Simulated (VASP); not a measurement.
# LiCl (Fm-3m) in VASP: a series of runs

LiCl is run at these levels: B3LYP; tasks: single point, relaxation of cell and atoms.

Program: VASP 6.6.1. These are calculated values, not measurements. Logs are shortened: lines on timing, memory, paths and dates and some standing lists are left out, and cuts for length are marked.

## (1) The cell of the first run

Symmetry: Fm-3m, No. 225, cubic system. Conventional cell: a = 5.177 Å, b = 5.177 Å, c = 5.177 Å, α = 90.00°, β = 90.00°, γ = 90.00°. Cl (site symmetry m-3m) has 6 Li at 2.59 Å within 3.4 Å. Within 3.4 Å of Li (site symmetry m-3m) lie 6 Cl at 2.59 Å.

## (2) Single point, B3LYP

The input, POSCAR:

```
LiCl
1.0
    0.0000000000      2.5887433314      2.5887433314
    2.5887433314      0.0000000000      2.5887433314
    2.5887433314      2.5887433314      0.0000000000
Cl Li
1 1
Direct
    0.5000000000      0.5000000000      0.5000000000
    0.0000000000      0.0000000000      0.0000000000
```

The input, INCAR.step1:

```
  ALGO = Normal
  EDIFF = 1E-5
  ENCUT = 520
  GGA = PE
  ISIF = 2
  ISMEAR = -1
  LASPH = True
  LCHARG = False
  LREAL = False
  LWAVE = True
  NBANDS = 12
  NELM = 60
  PREC = Accurate
  SIGMA = 0.05
```

The input, INCAR.step2:

```
  AEXX = 0.2
  AGGAC = 0.81
  AGGAX = 0.72
  ALDAC = 0.19
  ALGO = Normal
  EDIFF = 1E-6
  ENCUT = 520
  GGA = B3
  ISIF = 2
  ISMEAR = -1
  ISTART = 1
  LASPH = True
  LCHARG = False
  LHFCALC = True
  LREAL = False
  LWAVE = False
  NBANDS = 12
  NELM = 60
  PREC = Accurate
  PRECFOCK = Normal
  SIGMA = 0.05
```

The input, KPOINTS:

```
k-points
0
Gamma
  5 5 5
```

Potentials or basis: VASP PAW PBE potentials, release 64 (Cl, Li_sv).

Command:

```console
> cat potpaw_PBE.64/Cl/POTCAR potpaw_PBE.64/Li_sv/POTCAR > POTCAR
> cp INCAR.step1 INCAR
> mpirun -np 1 vasp_std > vasp.out
> cp INCAR.step2 INCAR
> mpirun -np 1 vasp_std > vasp.out
```

OUTCAR:

```text
AEXX = 0.2
   EDIFF = 1E-6
   ENCUT = 520
   GGA = B3
   ISIF = 2
   ISMEAR = -1
   ISTART = 1
   LASPH = True
   LHFCALC = True
   LREAL = False
   NELM = 60
   PREC = Accurate
   PRECFOCK = Normal

 ion  position               nearest neighbor table
   1  0.500  0.500  0.500-   2 2.59   2 2.59   2 2.59   2 2.59   2 2.59   2 2.59
   2  0.000  0.000  0.000-   1 2.59   1 2.59   1 2.59   1 2.59   1 2.59   1 2.59

  LATTYP: Found a face centered cubic cell.
 ALAT       =     5.1774866628

  Lattice vectors:

 A1 = (   0.0000000000,   2.5887433314,   2.5887433314)
 A2 = (   2.5887433314,   0.0000000000,   2.5887433314)
 A3 = (   2.5887433314,   2.5887433314,   0.0000000000)

Analysis of symmetry for initial positions (statically):
=====================================================================
 Subroutine PRICEL returns:
 Original cell was already a primitive cell.

 Routine SETGRP: Setting up the symmetry group for a
 face centered cubic supercell.

 Subroutine GETGRP returns: Found 48 space group operations
 (whereof 48 operations were pure point group operations)
 out of a pool of 48 trial point group operations.

The static configuration has the point symmetry O_h .

Analysis of symmetry for dynamics (positions and initial velocities):
=====================================================================
 Subroutine PRICEL returns:
 Original cell was already a primitive cell.

 Routine SETGRP: Setting up the symmetry group for a
 face centered cubic supercell.

 Subroutine GETGRP returns: Found 48 space group operations
 (whereof 48 operations were pure point group operations)
 out of a pool of 48 trial point group operations.

The dynamic configuration has the point symmetry O_h .

 Subroutine INISYM returns: Found 48 space group operations
 (whereof 48 operations are pure point group operations),
 and found     1 'primitive' translations

----------------------------------------------------------------------------------------

                                     Primitive cell

  volume of cell :      34.6974

  direct lattice vectors                    reciprocal lattice vectors
     0.000000000  2.588743331  2.588743331    -0.193143907  0.193143907  0.193143907
     2.588743331  0.000000000  2.588743331     0.193143907 -0.193143907  0.193143907
     2.588743331  2.588743331  0.000000000     0.193143907  0.193143907 -0.193143907

  length of vectors
     3.661035929  3.661035929  3.661035929     0.334535059  0.334535059  0.334535059

  position of ions in fractional coordinates (direct lattice)
     0.500000000  0.500000000  0.500000000
     0.000000000  0.000000000  0.000000000

  ion indices of the primitive-cell ions
   primitive index   ion index
                 1           1
                 2           2

----------------------------------------------------------------------------------------

 KPOINTS: k-points

Automatic generation of k-mesh.
 Grid dimensions read from file:
 generate k-points for:    5    5    5

 Generating k-lattice:

  Cartesian coordinates                     Fractional coordinates (reciprocal lattice)
    -0.038628781  0.038628781  0.038628781     0.200000000  0.000000000  0.000000000
     0.038628781 -0.038628781  0.038628781     0.000000000  0.200000000  0.000000000
     0.038628781  0.038628781 -0.038628781     0.000000000  0.000000000  0.200000000

  Length of vectors
     0.066907012  0.066907012  0.066907012

  Shift w.r.t. Gamma in fractional coordinates (k-lattice)
     0.000000000  0.000000000  0.000000000

 Subroutine IBZKPT returns following result:
 ===========================================

 Found     10 irreducible k-points:

 Following reciprocal coordinates:
            Coordinates               Weight
  0.000000  0.000000  0.000000      1.000000
  0.200000  0.000000  0.000000      8.000000
  0.400000  0.000000  0.000000      8.000000
  0.200000  0.200000  0.000000      6.000000
  0.400000  0.200000  0.000000     24.000000
 -0.400000  0.200000  0.000000     24.000000
 -0.200000  0.200000  0.000000     12.000000
  0.400000  0.400000  0.000000      6.000000
 -0.400000  0.400000  0.000000     12.000000
 -0.400000  0.400000  0.200000     24.000000
   k-points           NKPTS =     10   k-points in BZ     NKDIM =    125   number of bands    NBANDS=     12
   number of dos      NEDOS =    301   number of ions     NIONS =      2
   total plane-waves  NPLWV =  21952
   dimension x,y,z NGX =    28 NGY =   28 NGZ =   28
   dimension x,y,z NGXF=    56 NGYF=   56 NGZF=   56
   ions per type =               1   1
   NGX,Y,Z   is equivalent  to a cutoff of  12.71, 12.71, 12.71 a.u.
   NGXF,Y,Z  is equivalent  to a cutoff of  25.43, 25.43, 25.43 a.u.
 SYSTEM =  unknown system
   PREC   = accura    normal or accurate (medium, high low for compatibility)
   ISTART =      1    job   : 0-new  1-cont  2-samecut
   ICHARG =      0    charge: 1-file 2-atom 10-const
   ISPIN  =      1    spin polarized calculation?
   LNONCOLLINEAR =      F non collinear calculations
   LSORBIT =      F    spin-orbit coupling
   LASPH  =      T    aspherical Exc in radial PAW
   ENCUT  =  520.0 eV  38.22 Ry    6.18 a.u.   6.81  6.81  6.81*2*pi/ulx,y,z
   NELM   =     60;   NELMIN=  2; NELMDL=  0     # of ELM steps
   EDIFF  = 0.1E-05   stopping-criterion for ELM
   LREAL  =      F    real-space projection
   EDIFFG = 0.1E-04   stopping-criterion for IOM
   NSW    =      0    number of steps for IOM
   IBRION =     -1    ionic relax: 0-MD 1-quasi-New 2-CG
   NFREE  =      0    steps in history (QN), initial steepest desc. (CG)
   ISIF   =      2    stress and relaxation
   ISYM   =      3    0-nonsym 1-usesym 2-fastsym
   POTIM  = 0.5000    time-step for ionic-motion
   TEBEG  =    0.0;   TEEND  =   0.0 temperature during run
   PSTRESS=    0.0 pullay stress
   NELECT =      10.0000    total number of electrons
   NUPDOWN=      -1.0000    fix difference up-down
   EMIN   =  10.00;   EMAX   =-10.00  energy-range for DOS
   EFERMI =   0.00;   METHOD = LEGACY
   ISMEAR =    -1;   SIGMA  =   0.05  broadening in eV -4-tet -1-fermi 0-gaus
   EFERMI_NEDOS =   21; number of points for ismear=-14 and -15
   IALGO  =     38    algorithm
   IMIX   =      1    mixing-type and parameters
     AMIX     =   0.40;   BMIX     =  1.00
     AMIX_MAG =   1.60;   BMIX_MAG =  1.00
  volume/ion in A,a.u.               =      17.35       117.07
  Fermi-wavevector in a.u.,A,eV,Ry     =   1.081374  2.043500 15.910235  1.169369
  Thomas-Fermi vector in A             =   2.217389
   LORBIT       =      0    0 simple, 1 ext, 2 COOP (PROOUT), +10 PAW based schemes
   GGA     = B3    functional components
   LHFCALC =     T    Hartree Fock is set to
   PRECFOCK=normal    Normal, Fast or Accurate (Low or Medium for compatibility)
   ENCUT4O =  -1.0   cutoff for four orbital integrals eV
   NKREDX  =     1    reduce k-point grid by
   NKREDY  =     1    reduce k-point grid by
   NKREDZ  =     1    reduce k-point grid by
   AEXX    =    0.2000 exact exchange contribution
   HFSCREEN=    0.0000 screening length (either q_TF or 0.3 A-1)
   HFSCREENC=   0.0000 screening length for correlation (either q_TF or 0.3 A-1)
   ENCUTFOCK=  -1.0 apply spherical cutoff to Coloumb kernel
   IVDW    =     0    specifies the selected vdW correction
   LEPSILON=     F    determine dielectric tensor
   LRPA    =     F    only Hartree local field effects (RPA)
 non-spin polarized calculation
  energy-cutoff  :      520.00
  volume of cell :       34.70
 maximum number of plane-waves:       951
  NGX = 24; NGY = 24; NGZ = 24

 number of electron      10.0000011 magnetization

 Free energy of the ion-electron system (eV)
  ---------------------------------------------------
  ext. energy  EPLUGINS =         0.00000000
  ---------------------------------------------------
  free energy    TOTEN  =        -8.43029743 eV

  energy without entropy =       -8.43029743  energy(sigma->0) =       -8.43029743

 E-fermi :   0.5452     XC(G=0):  -6.9595

 val. band max:       -0.6038982262   @ k =   0.0000   0.0000   0.0000
 cond. band min:       7.4100946543   @ k =   0.0000   0.0000   0.0000
 fundamental gap:      8.0139928805
 Fermi energy:         0.5451971211

 k-point     1 :       0.0000    0.0000    0.0000
  band No.  band energies     occupation
      1     -46.8987      2.00000
      2     -14.8992      2.00000
      3      -0.6039      2.00000
      4      -0.6039      2.00000
      5      -0.6039      2.00000
      6       7.4101      0.00000
      7      13.2083      0.00000
      8      13.2083      0.00000
      9      13.2083      0.00000
     10      15.7053      0.00000
     11      15.7053      0.00000
     12      15.7053      0.00000

 k-point     2 :       0.2000    0.0000    0.0000
  band No.  band energies     occupation
      1     -46.8979      2.00000
      2     -14.7160      2.00000
      3      -1.7563      2.00000
      4      -0.6997      2.00000
      5      -0.6997      2.00000
      6       8.2600      0.00000
      7      12.0884      0.00000
      8      12.4016      0.00000
      9      12.4016      0.00000
     10      14.7157      0.00000
     11      14.7157      0.00000
     12      16.5349      0.00000

 k-point     3 :       0.4000    0.0000    0.0000
  band No.  band energies     occupation
      1     -46.8966      2.00000
      2     -14.3893      2.00000
      3      -3.2403      2.00000
      4      -0.8422      2.00000
      5      -0.8422      2.00000
      6       8.0531      0.00000
      7      10.9017      0.00000
      8      10.9017      0.00000
      9      13.6398      0.00000
     10      17.4528      0.00000
     11      17.4528      0.00000
     12      17.6301      0.00000
[... 76 lines left out ...]
 k-point     9 :      -0.4000    0.4000    0.0000
  band No.  band energies     occupation
      1     -46.8954      2.00000
      2     -14.1022      2.00000
      3      -3.2475      2.00000
      4      -2.2135      2.00000
      5      -1.5345      2.00000
      6       9.2248      0.00000
      7      10.6564      0.00000
      8      12.9914      0.00000
      9      13.4969      0.00000
     10      15.1166      0.00000
     11      18.8971      0.00000
     12      20.1409      0.00000

 k-point    10 :      -0.4000    0.4000    0.2000
  band No.  band energies     occupation
      1     -46.8956      2.00000
      2     -14.1555      2.00000
      3      -2.9498      2.00000
      4      -2.3340      2.00000
      5      -1.4735      2.00000
      6      10.3795      0.00000
      7      10.8157      0.00000
      8      11.1226      0.00000
      9      12.9501      0.00000
     10      16.1113      0.00000
     11      17.7887      0.00000
     12      20.1221      0.00000

------------------------ aborting loop because EDIFF is reached ----------------------------------------

  FORCE on cell =-STRESS in cart. coord.  units (eV):
  Direction    XX          YY          ZZ          XY          YZ          ZX
  --------------------------------------------------------------------------------------
  -------------------------------------------------------------------------------------
  Total       -0.0282025     -0.0282025     -0.0282025      0.0000000      0.0000000      0.0000000
  in kB       -1.3022706     -1.3022706     -1.3022706      0.0000000      0.0000000      0.0000000
  external PRESSURE =      -1.3022706 kB  Pullay stress =       0.0000000 kB

 VOLUME and BASIS-vectors are now :
 -----------------------------------------------------------------------------
  energy-cutoff  :      520.00
  volume of cell :       34.70
      direct lattice vectors                 reciprocal lattice vectors
     0.000000000  2.588743331  2.588743331    -0.193143907  0.193143907  0.193143907
     2.588743331  0.000000000  2.588743331     0.193143907 -0.193143907  0.193143907
     2.588743331  2.588743331  0.000000000     0.193143907  0.193143907 -0.193143907

 POSITION                                       TOTAL-FORCE (eV/Angst)
 -----------------------------------------------------------------------------------
      2.58874      2.58874      2.58874         0.000000     -0.000000     -0.000000
      0.00000      0.00000      0.00000        -0.000000      0.000000      0.000000
 -----------------------------------------------------------------------------------
    total drift:                               -0.000000     -0.000000     -0.000000

  FREE ENERGIE OF THE ION-ELECTRON SYSTEM (eV)
  ---------------------------------------------------
  free  energy   TOTEN  =        -8.4302974280 eV

  energy  without entropy=       -8.4302974280  energy(sigma->0) =       -8.43029743
```

It took 6.3 min on 1 thread of Intel Xeon Platinum 8488C (Sapphire Rapids), shared host; peak memory 0.16 GiB.

What came out:

| Item | Value |
| --- | --- |
| Free energy | -8.4303 eV |
| Band gap on the k mesh | 8.01 eV |

Levels at points of the mesh, in eV from the valence-band top:
| k point | band 2 | band 3 | band 4 | band 5 | band 6 | band 7 | band 8 | band 9 |
| --- | --- | --- | --- | --- | --- | --- | --- | --- |
| (0.00, 0.00, 0.00) | -14.30 | 0.00 | 0.00 | 0.00 | 8.01 | 13.81 | 13.81 | 13.81 |

Caveat: the k points lie up to 0.42 Å⁻¹ apart; the cutoff is under 1.25 times the usual one of these potentials, so pressure, stress and relaxed cells hold a basis-set (Pulay) error; the PAW data sets were made with another functional, which shifts forces and pressure a little.

## (3) Relaxation of cell and atoms, B3LYP

This run uses another cell than the first one, of 16.87 Å³/atom.

The input, POSCAR:

```
LiCl
1.0
    0.0000000000      2.5647700000      2.5647700000
    2.5647700000      0.0000000000      2.5647700000
    2.5647700000      2.5647700000      0.0000000000
Cl Li
1 1
Direct
    0.5000000000      0.5000000000      0.5000000000
    0.0000000000      0.0000000000      0.0000000000
```

The input, INCAR.step1:

```
  PREC = Accurate
  ENCUT = 600
  EDIFF = 1E-5
  ISMEAR = -1
  SIGMA = 0.05
  LREAL = F
  LASPH = T
  NELM = 60
  ALGO = Normal
  LWAVE = T
  LCHARG = F
  GGA = PE
  NBANDS = 12
```

The input, INCAR.step2:

```
  PREC = Accurate
  ENCUT = 600
  EDIFF = 1E-6
  ISMEAR = -1
  SIGMA = 0.05
  LREAL = F
  LASPH = T
  NELM = 60
  ALGO = Normal
  ISIF = 3
  LWAVE = F
  LCHARG = F
  GGA = B3
  LHFCALC = T
  AEXX = 0.2
  AGGAX = 0.72
  AGGAC = 0.81
  ALDAC = 0.19
  PRECFOCK = Normal
  IBRION = 2
  NSW = 60
  EDIFFG = -0.01
  ISTART = 1
```

The input, KPOINTS:

```
regular mesh
0
Gamma
  5 5 5
```

Potentials or basis: VASP PAW PBE potentials, release 64 (Cl, Li_sv).

Command:

```console
> cat potpaw_PBE.64/Cl/POTCAR potpaw_PBE.64/Li_sv/POTCAR > POTCAR
> cp INCAR.step1 INCAR
> mpirun -np 1 vasp_std > vasp.out
> cp INCAR.step2 INCAR
> mpirun -np 1 vasp_std > vasp.out
```

It took 12 min on 1 thread of Intel Xeon Platinum 8488C (Sapphire Rapids), shared host; peak memory 0.17 GiB.

It converged, with:

* Free energy: -8.4304 eV
* Relaxed volume: 17.29 Å³/atom
* Relaxed cell: a = 3.657 Å, b = 3.657 Å, c = 3.657 Å, α = 60.00°, β = 60.00°, γ = 60.00°
* Space group after relaxing (to 0.1 Å): Fm-3m (No. 225)
* Energy gained by relaxing: 1.1 meV/atom
* Ionic steps: 3
* Pressure after relaxing: 0.0 GPa
* Band gap on the k mesh: 8.03 eV

The path:
```
step  energy change (eV)  largest force (eV/Å)  pressure (GPa)  volume (Å³)
   1              0.0000                0.0000            0.84        33.74
   2             -0.0017                0.0000            0.41        34.18
   3             -0.0023                0.0000            0.03        34.58
```

Final structure:
```cif
data_structure
_symmetry_space_group_name_H-M 'P 1'
_symmetry_Int_Tables_number 1
_cell_length_a 3.6569
_cell_length_b 3.6569
_cell_length_c 3.6569
_cell_angle_alpha 60.000
_cell_angle_beta 60.000
_cell_angle_gamma 60.000
_cell_volume 34.58
loop_
_atom_site_label
_atom_site_type_symbol
_atom_site_fract_x
_atom_site_fract_y
_atom_site_fract_z
_atom_site_occupancy
Cl1 Cl 0.50000 0.50000 0.50000 1
Li1 Li 0.00000 0.00000 0.00000 1
```

Levels at points of the mesh, in eV from the valence-band top:
```csv
k point,band 3,band 4,band 5,band 6,band 7,band 8
"(0.00, 0.00, 0.00)",0.00,0.00,0.00,8.03,13.82,13.82
```

Caveat: the k points lie up to 0.42 Å⁻¹ apart in the final cell; the cutoff is under 1.25 times the usual one of these potentials, so pressure, stress and relaxed cells hold a basis-set (Pulay) error; the PAW data sets were made with another functional, which shifts forces and pressure a little. Zero-point motion and thermal expansion aren't in these numbers.
